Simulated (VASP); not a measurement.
ScGa5S:

```xyz
7
Lattice="4.1500 0.0000 0.0000 0.0000 4.1500 0.0000 0.0000 0.0000 7.4400" Properties=species:S:1:pos:R:3 pbc="T T T"
Sc    0.0000    0.0000    3.7200
Ga    0.0000    2.0750    2.0088
Ga    2.0750    0.0000    2.0088
Ga    0.0000    2.0750    5.4312
Ga    2.0750    0.0000    5.4312
Ga    2.0750    2.0750    0.0000
S     0.0000    0.0000    0.0000
```

```yaml
Program: VASP 6.6.1
Task: relaxation of cell and atoms
Functional: PBE
Potentials_or_basis: VASP PAW PBE potentials, release 64 (Sc_sv, Ga_d, S)
Cutoff: 600 eV
k_mesh: 4 × 4 × 2
Occupations: gaussian, width 0.2 eV
Spin: no spin polarisation
```

At the start: pressure 7.1 GPa; volume 18.31 Å³/atom.

Question: Where does the relaxation end?

Answer: Over 13 steps the energy falls by 112.5 meV/atom and the volume is 19.83 Å³/atom (+8.3 %); space group P4/mmm (No. 123, to 0.1 Å) before and after.

Step by step:
| step | energy change (eV) | largest force (eV/Å) | pressure (GPa) | volume (Å³) |
| --- | --- | --- | --- | --- |
| 1 | 0.0000 | 0.3297 | 7.08 | 128.14 |
| 2 | -0.3760 | 0.1579 | -0.65 | 143.67 |
| 3 | -0.3763 | 0.1526 | -0.77 | 144.15 |
| 4 | -0.4455 | 0.1259 | -0.65 | 143.46 |
| 5 | -0.6163 | 0.0181 | 0.05 | 141.01 |
| 6 | -0.6735 | 0.3571 | 1.83 | 134.48 |
| 7 | -0.7005 | 0.2063 | 1.13 | 137.58 |
| 8 | -0.7039 | 0.2641 | 1.28 | 136.82 |
| 9 | -0.7207 | 0.2530 | -1.11 | 142.14 |
| 10 | -0.7349 | 0.2690 | -0.31 | 140.06 |
| 11 | -0.7591 | 0.2001 | -0.23 | 139.62 |
| 12 | -0.7757 | 0.0618 | 0.02 | 138.84 |
| 13 | -0.7876 | 0.0131 | 0.30 | 138.81 |

Final structure:
```yaml
crystal:
  lattice:
    - [3.88386, 0.00000, 0.00000]
    - [0.00000, 3.88386, 0.00000]
    - [0.00000, 0.00000, 9.20219]
  atoms:
    - { symbol: Sc, position: [0.00000, 0.00000, 0.50000] }
    - { symbol: Ga, position: [0.00000, 0.50000, 0.26967] }
    - { symbol: Ga, position: [0.50000, 0.00000, 0.26967] }
    - { symbol: Ga, position: [0.00000, 0.50000, 0.73033] }
    - { symbol: Ga, position: [0.50000, 0.00000, 0.73033] }
    - { symbol: Ga, position: [0.50000, 0.50000, 0.00000] }
    - { symbol: S, position: [0.00000, 0.00000, 0.00000] }
```

Caveat: the k points lie up to 0.40 Å⁻¹ apart in the final cell, too coarse for converged energies and pressures of a metal; a cell axis changed by over 15 % at a fixed basis, so the end point is rough.
